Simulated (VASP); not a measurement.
Write the native input for VASP 6.6.1 that does the following.

| Item | Value |
| --- | --- |
| Task | single point |
| Functional | PBE |
| Potentials or basis | VASP PAW PBE potentials, release 64 (Ta_pv, As, Au, O) |
| Cutoff | 520 eV |
| k mesh | 4 × 4 × 2 |
| Occupations | fermi-dirac, width 0.05 eV |
| Spin | no spin polarisation |
| Dipole correction | no |
| Further INCAR settings | LREAL = Auto; ALGO = Normal; EDIFF = 1e-07; NBANDS = 84 |

The structure of Ta3AsAu2O13 lies in POSCAR:

```
Ta3AsAu2O13
1.0
    5.4520400000      0.0000000000      0.0000000000
   -2.7260200000      4.7216100000      0.0000000000
    0.0000000000      0.0000000000      9.5790200000
Ta As Au O
3 1 2 13
Direct
    0.0000000000      0.0000000000      0.1940800000
    0.0000000000      0.0000000000      0.8059200000
    0.6666700000      0.3333300000      0.0000000000
    0.0000000000      0.0000000000      0.5000000000
    0.3333300000      0.6666700000      0.2742800000
    0.3333300000      0.6666700000      0.7257200000
    0.0000000000      0.0000000000      0.0000000000
    0.2394700000      0.9712900000      0.3640200000
    0.0287100000      0.2681800000      0.3640200000
    0.7318200000      0.7605300000      0.3640200000
    0.2394700000      0.9712900000      0.6359800000
    0.0287100000      0.2681800000      0.6359800000
    0.7318200000      0.7605300000      0.6359800000
    0.3845200000      0.3342500000      0.8584400000
    0.6657500000      0.0502600000      0.8584400000
    0.9497400000      0.6154800000      0.8584400000
    0.3845200000      0.3342500000      0.1415600000
    0.6657500000      0.0502600000      0.1415600000
    0.9497400000      0.6154800000      0.1415600000
```

The input as run:

INCAR

```
ALGO = Normal
EDIFF = 1E-7
ENCUT = 520
GGA = PE
ISIF = 2
ISMEAR = -1
LASPH = True
LCHARG = True
LELF = True
LREAL = Auto
LVHAR = True
LWAVE = False
NBANDS = 84
NELM = 100
PREC = Accurate
SIGMA = 0.05
```

KPOINTS

```
k-points
0
Gamma
  4 4 2
```

Potentials or basis: VASP PAW PBE potentials, release 64 (Ta_pv, As, Au, O).

Command:

```console
$ cat potpaw_PBE.64/Ta_pv/POTCAR potpaw_PBE.64/As/POTCAR potpaw_PBE.64/Au/POTCAR potpaw_PBE.64/O/POTCAR > POTCAR
$ mpirun -np 1 vasp_std > vasp.out
```

Results of the run:

```yaml
Pressure: 0.4 GPa
Largest_force: 0.299 eV/Å
Band_gap_on_the_k_mesh: zero (bands 69 and 70 overlap by 0.06 eV)
```

Caveat: spin-orbit coupling is left out, which moves the levels of the heavy elements.

It took 15 min on 1 thread of Intel(R) Xeon(R) Platinum 8488C (Sapphire Rapids) (shared host), peak memory 0.5 GiB.
